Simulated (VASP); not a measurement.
# PbO (Pm-3m) in VASP: notebook

PbO is run at these levels: PBE, r2SCAN; tasks: single point.

All numbers are computed with VASP 6.6.1; they aren't measurements. Logs are shortened: lines on timing, memory, paths and dates and some standing lists are left out, and cuts for length are marked.

### 1 The cell of the first run

It takes space group Pm-3m (No. 221, cubic). The conventional cell has a = 3.144 Å, b = 3.144 Å, c = 3.144 Å, α = 90.00°, β = 90.00°, γ = 90.00°. Pb (site symmetry m-3m) has 8 O at 2.72 Å and 6 Pb at 3.14 Å within 3.6 Å. O (site symmetry m-3m) has 8 Pb at 2.72 Å and 6 O at 3.14 Å within 3.6 Å.

### 2 Single point, PBE (strain -1.1%)

The input, INCAR:

```
PREC = Accurate ; ENCUT = 520
EDIFF = 1E-7 ; ISMEAR = -1
SIGMA = 0.02 ; LREAL = F
LASPH = T ; NELM = 100
ALGO = Normal ; ISIF = 2
LWAVE = F ; LCHARG = F
GGA = PE ; NBANDS = 17
```

The input, KPOINTS:

```
regular mesh
0
Gamma
  8 8 8
```

The input, POSCAR:

```
PbO
1.0
    3.1440806210      0.0000000000      0.0000000000
    0.0000000000      3.1440806210      0.0000000000
    0.0000000000      0.0000000000      3.1440806210
Pb O
1 1
Direct
    0.0000000000      0.0000000000      0.0000000000
    0.5000000000      0.5000000000      0.5000000000
```

Potentials or basis: VASP PAW PBE potentials, release 64 (Pb_d, O).

Run with:

```console
$ cat potpaw_PBE.64/Pb_d/POTCAR potpaw_PBE.64/O/POTCAR > POTCAR
$ mpirun -np 1 vasp_std > vasp.out
```

OUTCAR:

```text
PREC = Accurate
   ENCUT = 520
   EDIFF = 1E-7
   ISMEAR = -1
   LREAL = F
   LASPH = T
   NELM = 100
   ISIF = 2
   GGA = PE

 ion  position               nearest neighbor table
   1  0.000  0.000  0.000-   2 2.72   2 2.72   2 2.72   2 2.72   2 2.72   2 2.72   2 2.72   2 2.72

   2  0.500  0.500  0.500-   1 2.72   1 2.72   1 2.72   1 2.72   1 2.72   1 2.72   1 2.72   1 2.72

  LATTYP: Found a simple cubic cell.
 ALAT       =     3.1440806210

  Lattice vectors:

 A1 = (   3.1440806210,   0.0000000000,   0.0000000000)
 A2 = (   0.0000000000,   3.1440806210,   0.0000000000)
 A3 = (   0.0000000000,   0.0000000000,   3.1440806210)

Analysis of symmetry for initial positions (statically):
=====================================================================
 Subroutine PRICEL returns:
 Original cell was already a primitive cell.

 Routine SETGRP: Setting up the symmetry group for a
 simple cubic supercell.

 Subroutine GETGRP returns: Found 48 space group operations
 (whereof 48 operations were pure point group operations)
 out of a pool of 48 trial point group operations.

The static configuration has the point symmetry O_h .

Analysis of symmetry for dynamics (positions and initial velocities):
=====================================================================
 Subroutine PRICEL returns:
 Original cell was already a primitive cell.

 Routine SETGRP: Setting up the symmetry group for a
 simple cubic supercell.

 Subroutine GETGRP returns: Found 48 space group operations
 (whereof 48 operations were pure point group operations)
 out of a pool of 48 trial point group operations.

The dynamic configuration has the point symmetry O_h .

 Subroutine INISYM returns: Found 48 space group operations
 (whereof 48 operations are pure point group operations),
 and found     1 'primitive' translations

----------------------------------------------------------------------------------------

                                     Primitive cell

  volume of cell :      31.0800

  direct lattice vectors                    reciprocal lattice vectors
     3.144080621  0.000000000  0.000000000     0.318058002  0.000000000  0.000000000
     0.000000000  3.144080621  0.000000000     0.000000000  0.318058002  0.000000000
     0.000000000  0.000000000  3.144080621     0.000000000  0.000000000  0.318058002

  length of vectors
     3.144080621  3.144080621  3.144080621     0.318058002  0.318058002  0.318058002

  position of ions in fractional coordinates (direct lattice)
     0.000000000  0.000000000  0.000000000
     0.500000000  0.500000000  0.500000000

  ion indices of the primitive-cell ions
   primitive index   ion index
                 1           1
                 2           2

----------------------------------------------------------------------------------------

 KPOINTS: regular mesh

Automatic generation of k-mesh.
 Grid dimensions read from file:
 generate k-points for:    8    8    8

 Generating k-lattice:

  Cartesian coordinates                     Fractional coordinates (reciprocal lattice)
     0.039757250  0.000000000  0.000000000     0.125000000  0.000000000  0.000000000
     0.000000000  0.039757250  0.000000000     0.000000000  0.125000000  0.000000000
     0.000000000  0.000000000  0.039757250     0.000000000  0.000000000  0.125000000

  Length of vectors
     0.039757250  0.039757250  0.039757250

  Shift w.r.t. Gamma in fractional coordinates (k-lattice)
     0.000000000  0.000000000  0.000000000

 Subroutine IBZKPT returns following result:
 ===========================================

 Found     35 irreducible k-points:

 Following reciprocal coordinates:
            Coordinates               Weight
  0.000000  0.000000  0.000000      1.000000
  0.125000  0.000000  0.000000      6.000000
  0.250000  0.000000  0.000000      6.000000
  0.375000  0.000000  0.000000      6.000000
  0.500000  0.000000  0.000000      3.000000
  0.125000  0.125000  0.000000     12.000000
[... 16 lines left out ...]
  0.375000  0.375000  0.125000     24.000000
  0.500000  0.375000  0.125000     24.000000
 [... further k-points ...]
   k-points           NKPTS =     35   k-points in BZ     NKDIM =     35   number of bands    NBANDS=     17
   number of dos      NEDOS =    301   number of ions     NIONS =      2
   total plane-waves  NPLWV =  13824
   dimension x,y,z NGX =    24 NGY =   24 NGZ =   24
   dimension x,y,z NGXF=    48 NGYF=   48 NGZF=   48
   ions per type =               1   1
   NGX,Y,Z   is equivalent  to a cutoff of  12.69, 12.69, 12.69 a.u.
   NGXF,Y,Z  is equivalent  to a cutoff of  25.38, 25.38, 25.38 a.u.
 SYSTEM =  unknown system
   PREC   = accura    normal or accurate (medium, high low for compatibility)
   ISTART =      0    job   : 0-new  1-cont  2-samecut
   ICHARG =      2    charge: 1-file 2-atom 10-const
   ISPIN  =      1    spin polarized calculation?
   LNONCOLLINEAR =      F non collinear calculations
   LSORBIT =      F    spin-orbit coupling
   LASPH  =      T    aspherical Exc in radial PAW
   ENCUT  =  520.0 eV  38.22 Ry    6.18 a.u.   5.85  5.85  5.85*2*pi/ulx,y,z
   NELM   =    100;   NELMIN=  2; NELMDL= -5     # of ELM steps
   EDIFF  = 0.1E-06   stopping-criterion for ELM
   LREAL  =      F    real-space projection
   EDIFFG = 0.1E-05   stopping-criterion for IOM
   NSW    =      0    number of steps for IOM
   IBRION =     -1    ionic relax: 0-MD 1-quasi-New 2-CG
   NFREE  =      0    steps in history (QN), initial steepest desc. (CG)
   ISIF   =      2    stress and relaxation
   ISYM   =      2    0-nonsym 1-usesym 2-fastsym
   POTIM  = 0.5000    time-step for ionic-motion
   TEBEG  =    0.0;   TEEND  =   0.0 temperature during run
   PSTRESS=    0.0 pullay stress
   NELECT =      20.0000    total number of electrons
   NUPDOWN=      -1.0000    fix difference up-down
   EMIN   =  10.00;   EMAX   =-10.00  energy-range for DOS
   EFERMI =   0.00;   METHOD = LEGACY
   ISMEAR =    -1;   SIGMA  =   0.02  broadening in eV -4-tet -1-fermi 0-gaus
   EFERMI_NEDOS =   21; number of points for ismear=-14 and -15
   IALGO  =     38    algorithm
   IMIX   =      4    mixing-type and parameters
     AMIX     =   0.40;   BMIX     =  1.00
     AMIX_MAG =   1.60;   BMIX_MAG =  1.00
  volume/ion in A,a.u.               =      15.54       104.87
  Fermi-wavevector in a.u.,A,eV,Ry     =   1.413376  2.670894 27.179443  1.997633
  Thomas-Fermi vector in A             =   2.535028
   LORBIT       =      0    0 simple, 1 ext, 2 COOP (PROOUT), +10 PAW based schemes
   GGA     = PE    functional components
   LHFCALC =     F    Hartree Fock is set to
   AEXX    =    0.0000 exact exchange contribution
   IVDW    =     0    specifies the selected vdW correction
   LEPSILON=     F    determine dielectric tensor
   LRPA    =     F    only Hartree local field effects (RPA)
 non-spin polarized calculation
  energy-cutoff  :      520.00
  volume of cell :       31.08
 maximum number of plane-waves:       860
 NGX is ok and might be reduce to    24
   NGX = 11   NGY = 11   NGZ = 11

 number of electron      19.9999993 magnetization

 Free energy of the ion-electron system (eV)
  ---------------------------------------------------
  ext. energy  EPLUGINS =         0.00000000
  ---------------------------------------------------
  free energy    TOTEN  =        -9.70677071 eV

  energy without entropy =       -9.70677041  energy(sigma->0) =       -9.70677056

 E-fermi :   7.9006     XC(G=0): -11.5034

 val. band max:        7.6773881050   @ k =   0.5000   0.1250   0.0000
 cond. band min:       8.0960686744   @ k =   0.5000   0.0000   0.0000
 fundamental gap:      0.4186805694
 Fermi energy:         7.9005922298

 k-point     1 :       0.0000    0.0000    0.0000
  band No.  band energies     occupation
      1      -9.8251      2.00000
      2      -9.2335      2.00000
      3      -9.2335      2.00000
      4      -8.4650      2.00000
      5      -8.4650      2.00000
      6      -8.4650      2.00000
[... 9 lines left out ...]
     16      25.7988      0.00000
     17      26.6511      0.00000

 k-point     2 :       0.1250    0.0000    0.0000
  band No.  band energies     occupation
      1      -9.7198      2.00000
      2      -9.2275      2.00000
      3      -9.1570      2.00000
      4      -8.4971      2.00000
      5      -8.4971      2.00000
      6      -8.4623      2.00000
[... 9 lines left out ...]
     16      25.3756      0.00000
     17      26.3349      0.00000

 k-point     3 :       0.2500    0.0000    0.0000
  band No.  band energies     occupation
      1      -9.4516      2.00000
      2      -9.2131      2.00000
      3      -8.9711      2.00000
      4      -8.5736      2.00000
      5      -8.5736      2.00000
      6      -8.4559      2.00000
[... 9 lines left out ...]
     16      23.4610      0.00000
     17      26.1248      0.00000

 k-point     4 :       0.3750    0.0000    0.0000
  band No.  band energies     occupation
      1      -9.1985      2.00000
      2      -9.1471      2.00000
      3      -8.7981      2.00000
      4      -8.6486      2.00000
      5      -8.6486      2.00000
      6      -8.4494      2.00000
[... 9 lines left out ...]
     16      23.3483      0.00000
     17      26.5223      0.00000
[... 343 lines left out ...]
      1      -9.5222      2.00000
      2      -8.9549      2.00000
      3      -8.7217      2.00000
      4      -8.5869      2.00000
      5      -8.5361      2.00000
      6      -7.9231      2.00000
[... 9 lines left out ...]
     16      24.3542      0.00000
     17      24.8496      0.00000

 k-point    23 :       0.3750    0.3750    0.1250
  band No.  band energies     occupation
      1      -9.6256      2.00000
      2      -8.9017      2.00000
      3      -8.6747      2.00000
      4      -8.6570      2.00000
      5      -8.4499      2.00000
      6      -7.7837      2.00000
[... 9 lines left out ...]
     16      23.0531      0.00000
     17      25.2672      0.00000

 k-point    24 :       0.5000    0.3750    0.1250
  band No.  band energies     occupation
      1      -9.6723      2.00000
      2      -8.8838      2.00000
      3      -8.6965      2.00000
      4      -8.6539      2.00000
      5      -8.3721      2.00000
      6      -7.6906      2.00000
[... 9 lines left out ...]
     16      23.1129      0.00000
     17      25.6965      0.00000

 [... further k-points ...]

------------------------ aborting loop because EDIFF is reached ----------------------------------------

  FORCE on cell =-STRESS in cart. coord.  units (eV):
  Direction    XX          YY          ZZ          XY          YZ          ZX
  --------------------------------------------------------------------------------------
  -------------------------------------------------------------------------------------
  Total        1.4040884      1.4040884      1.4040884      0.0000000      0.0000000     -0.0000000
  in kB       72.3809062     72.3809062     72.3809062      0.0000000      0.0000000     -0.0000000
  external PRESSURE =      72.3809062 kB  Pullay stress =       0.0000000 kB

 VOLUME and BASIS-vectors are now :
 -----------------------------------------------------------------------------
  energy-cutoff  :      520.00
  volume of cell :       31.08
      direct lattice vectors                 reciprocal lattice vectors
     3.144080621  0.000000000  0.000000000     0.318058002  0.000000000  0.000000000
     0.000000000  3.144080621  0.000000000     0.000000000  0.318058002  0.000000000
     0.000000000  0.000000000  3.144080621     0.000000000  0.000000000  0.318058002

 POSITION                                       TOTAL-FORCE (eV/Angst)
 -----------------------------------------------------------------------------------
      0.00000      0.00000      0.00000         0.000000      0.000000      0.000000
      1.57204      1.57204      1.57204         0.000000      0.000000      0.000000
 -----------------------------------------------------------------------------------
    total drift:                                0.000000      0.000000     -0.000000

  FREE ENERGIE OF THE ION-ELECTRON SYSTEM (eV)
  ---------------------------------------------------
  free  energy   TOTEN  =        -9.7067707137 eV

  energy  without entropy=       -9.7067704077  energy(sigma->0) =       -9.70677056
```

Run time: 9.8 s. Hardware: 1 thread of Intel Xeon Platinum 8259CL at 2.50GHz (Skylake/Cascade Lake), shared host; peak memory 0.14 GiB.

What came out:

| Property | Result |
| --- | --- |
| Free energy | -9.7068 eV |
| Pressure | 7.2 GPa |
| Band gap on the k mesh | 0.42 eV, indirect (least direct gap 0.82 eV) |

Caveat: the cell differs from its parent crystal (strain -1.1%); spin-orbit coupling is left out, which moves the levels of the heavy elements.

### 3 Single point, r2SCAN (strain -1.1%)

POSCAR is that of step 2.

The input, INCAR.step1:

```
SYSTEM = PbO
  PREC = Accurate
  ENCUT = 520
  ISMEAR = -1
  SIGMA = 0.02
  LREAL = .False.
  LASPH = .True.
  NELM = 80
  NBANDS = 17
  GGA = PE
  ALGO = Normal
  EDIFF = 1E-4
  LWAVE = .True.
  LCHARG = .False.
```

The input, INCAR.step2:

```
SYSTEM = PbO
  PREC = Accurate
  ENCUT = 520
  EDIFF = 1E-6
  ISMEAR = -1
  SIGMA = 0.02
  LREAL = .False.
  LASPH = .True.
  NELM = 80
  ALGO = Normal
  ISIF = 2
  LWAVE = .False.
  LCHARG = .True.
  METAGGA = R2SCAN
  LMIXTAU = .True.
  LELF = .True.
  LVHAR = .True.
  NBANDS = 17
  ISTART = 1
```

The input, KPOINTS:

```
regular mesh
0
Gamma
  8 8 8
  0 0 0
```

Potentials or basis: VASP PAW PBE potentials, release 64 (Pb_d, O).

Run with:

```console
$ cat potpaw_PBE.64/Pb_d/POTCAR potpaw_PBE.64/O/POTCAR > POTCAR
$ cp INCAR.step1 INCAR
$ mpirun -np 1 vasp_std > vasp.out
$ cp INCAR.step2 INCAR
$ mpirun -np 1 vasp_std > vasp.out
```

It took 37 s on 1 thread of Intel Xeon Platinum 8259CL at 2.50GHz (Skylake/Cascade Lake), shared host; peak memory 0.15 GiB.

The run converged. Its results:

- Free energy: -63.6481 eV
- Pressure: 4.1 GPa
- Band gap on the k mesh: 0.43 eV, indirect (least direct gap 0.52 eV)

Levels at points of the mesh, in eV from the valence-band top:
```csv
k point,band 7,band 8,band 9,band 10,band 11,band 12,band 13,band 14
"(0.00, 0.00, 0.00)",-8.52,-2.00,-2.00,-2.00,9.50,9.50,9.50,10.63
"(0.50, 0.00, 0.00)",-9.44,-1.13,-1.13,-0.09,0.43,8.55,8.55,11.83
"(0.50, 0.50, 0.00)",-5.94,-4.87,-4.87,-1.15,4.47,4.47,10.82,11.70
"(0.50, 0.50, 0.50)",-3.16,-2.45,-2.45,-2.45,1.03,1.03,1.03,14.66
```

Caveat: the cell differs from its parent crystal (strain -1.1%); the PAW data sets were made with another functional, which shifts forces and pressure a little; spin-orbit coupling is left out, which moves the levels of the heavy elements. A k mesh can miss the band edges.
